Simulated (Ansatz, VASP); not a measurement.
## KCl in VASP and in Ansatz

Contents of INCAR:

```
PREC     = Accurate       # precision mode
ENCUT    = 520            # plane-wave cutoff, eV
EDIFF    = 1E-6           # SCF threshold, eV
ISMEAR   = -1             # smearing method
SIGMA    = 0.03           # smearing width, eV
LREAL    = False          # projectors in reciprocal space
LASPH    = True           # aspherical terms in the spheres
NELM     = 100            # most SCF steps
ALGO     = Normal         # electronic algorithm
ISIF     = 2              # what is computed and relaxed
LWAVE    = False          # write WAVECAR
LCHARG   = False          # write CHGCAR
GGA      = PS             # functional
NBANDS   = 15             # bands
```

The input KPOINTS:

```
Automatic mesh
0
Gamma
  7 7 7
```

The input POSCAR:

```
KCl
1.0
    0.0000000000      3.1976323944      3.1976323944
    3.1976323944      0.0000000000      3.1976323944
    3.1976323944      3.1976323944      0.0000000000
K Cl
1 1
Direct
    0.0000000000      0.0000000000      0.0000000000
    0.5000000000      0.5000000000      0.5000000000
```

Input for Ansatz:

```yaml
crystal:
  lattice:
    - [0.0, 3.1976323944, 3.1976323944]
    - [3.1976323944, 0.0, 3.1976323944]
    - [3.1976323944, 3.1976323944, 0.0]
  atoms:
    - { symbol: K, position: [0.0, 0.0, 0.0] }
    - { symbol: Cl, position: [0.5, 0.5, 0.5] }
kpoints:
  mp_grid: { grid: [7, 7, 7] }
  band_path:
    path:
      - [0.0, 0.0, 0.0]
      - [0.5, 0.0, 0.5]
      - [0.625, 0.25, 0.625]
      - [0.375, 0.375, 0.75]
      - [0.0, 0.0, 0.0]
      - [0.5, 0.5, 0.5]
      - [0.5, 0.25, 0.75]
      - [0.5, 0.0, 0.5]
    npoints: 5
scf:
  occupations: { method: fermi_dirac, width: 0.03 }
hamiltonian:
  xc: pbesol
  pseudopotentials: { kind: all_electron, lapw: { basis_error: 0.0005 } }
output:
  forces: true
  stress: true
  eigenvalues: true
```

Change from the starting cell: volume scaled by 1.04.

Alike in both runs: task single point; functional PBEsol; k mesh 7 × 7 × 7; occupations fermi-dirac, width 0.03 eV; no spin polarisation.

```csv
,VASP,Ansatz
version,VASP 6.6.1,Ansatz 0.2.0
potentials or method,"VASP PAW PBE potentials, release 64 (K_sv, Cl), cutoff 520 eV","all-electron LAPW, scalar-relativistic"
```

```tsv
	VASP	Ansatz	Ansatz less VASP
gap on the k mesh at the Fermi level (eV)	4.87	4.88	+0.004
pressure (GPa)	-1.1	-1.1	-0.02
```

VASP's potentials were made for PBE, not for PBEsol. Ansatz ran all-electron here, and VASP with PAW potentials.
